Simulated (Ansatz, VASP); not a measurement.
AlN in VASP and in Ansatz

```
Al N
1.0
     0.00000    2.19000    2.19000
     2.19000    0.00000    2.19000
     2.19000    2.19000    0.00000
Al N
1 1
Direct
  0.00000 0.00000 0.00000
  0.25000 0.25000 0.25000
```

Alike in both runs: task single point; functional PBE; k mesh 8 × 8 × 8; occupations gaussian, width 0.1 eV; no spin polarisation.

```csv
,VASP,Ansatz
version,VASP 6.6.1,Ansatz 0.2.0
potentials or method,"VASP PAW PBE potentials, release 64 (Al, N), cutoff 600 eV","scalar-relativistic, plane waves, PAW"
valence electrons in the cell,8,8
```

```tsv
	VASP	Ansatz	Ansatz less VASP
gap on the k mesh at the Fermi level (eV)	3.31	3.32	+0.006
least direct gap on the mesh (eV)	4.12	4.11	-0.009
pressure (GPa)	2.7	3.1	+0.32
```

With one functional, cell and mesh, what is left measures potentials, basis and numerics.
